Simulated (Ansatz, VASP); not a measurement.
WS2: VASP beside Ansatz

File POSCAR:

```
WS2
1.0
    3.1814117282      0.0000000000      0.0000000000
   -1.5907058641      2.7551833765      0.0000000000
    0.0000000000      0.0000000000     23.5697056158
W S
2 4
Direct
    0.3333333333      0.6666666667      0.6379434935
    0.6666666667      0.3333333333      0.3620565065
    0.3333333333      0.6666666667      0.2962425097
    0.6666666667      0.3333333333      0.5721038223
    0.3333333333      0.6666666667      0.4278961777
    0.6666666667      0.3333333333      0.7037574903
```

Contents of INCAR.step1:

```
SYSTEM = WS2
PREC = Accurate ; ENCUT = 520
ISMEAR = 0 ; SIGMA = 0.05
LREAL = .False. ; LASPH = .True.
NELM = 60 ; NBANDS = 35
GGA = PE ; ALGO = Normal
EDIFF = 1E-4 ; LWAVE = .True.
LCHARG = .False.
```

Contents of INCAR.step2:

```
SYSTEM = WS2
PREC = Accurate ; ENCUT = 520
EDIFF = 1E-6 ; ISMEAR = 0
SIGMA = 0.05 ; LREAL = .False.
LASPH = .True. ; NELM = 60
ALGO = Normal ; ISIF = 2
LWAVE = .False. ; LCHARG = .False.
METAGGA = R2SCAN ; LMIXTAU = .True.
NBANDS = 35 ; ISTART = 1
```

Contents of KPOINTS:

```
Automatic mesh
0
Gamma
  12 12 2
  0 0 0
```

Input for Ansatz:

```yaml
crystal:
  lattice:
    - [3.1814117282, 0.0, 0.0]
    - [-1.5907058641, 2.7551833765, 0.0]
    - [0.0, 0.0, 23.5697056158]
  atoms:
    - { symbol: W, position: [0.3333333333, 0.6666666667, 0.6379434935] }
    - { symbol: W, position: [0.6666666667, 0.3333333333, 0.3620565065] }
    - { symbol: S, position: [0.3333333333, 0.6666666667, 0.2962425097] }
    - { symbol: S, position: [0.6666666667, 0.3333333333, 0.5721038223] }
    - { symbol: S, position: [0.3333333333, 0.6666666667, 0.4278961777] }
    - { symbol: S, position: [0.6666666667, 0.3333333333, 0.7037574903] }
basis:
  ecutwfc: 500
kpoints:
  mp_grid: { grid: [12, 12, 2] }
hamiltonian:
  xc: r2scan
scf:
  occupations: { method: gaussian, width: 0.05 }
output:
  forces: true
  stress: true
  eigenvalues: true
```

Change from the starting cell: strain -0.0050 x Voigt [0, 0, 1, 0, 0, 0], atoms carried along.

Alike in both runs: task single point; functional r2SCAN; k mesh 12 × 12 × 2; occupations gaussian, width 0.05 eV; no spin polarisation.

|  | VASP | Ansatz |
| --- | --- | --- |
| version | VASP 6.6.1 | Ansatz 0.2.0 |
| potentials or method | VASP PAW PBE potentials, release 64 (W_sv, S), cutoff 520 eV | scalar-relativistic, plane waves, PAW |
| valence electrons in the cell | 52 | 52 |

|  | VASP | Ansatz | Ansatz less VASP |
| --- | --- | --- | --- |
| gap on the k mesh at the Fermi level (eV) | 1.54 | 1.52 | -0.018 |
| least direct gap on the mesh (eV) | 1.88 | 1.88 | -0.004 |
| rms of the force components (eV/Å) | 0.087 | 0.077 | -0.0102 |

VASP's potentials were made for PBE, not for r2SCAN. Atom by atom the forces differ by 0.010 eV/Å (rms over components).

Neither program's run includes spin-orbit coupling.
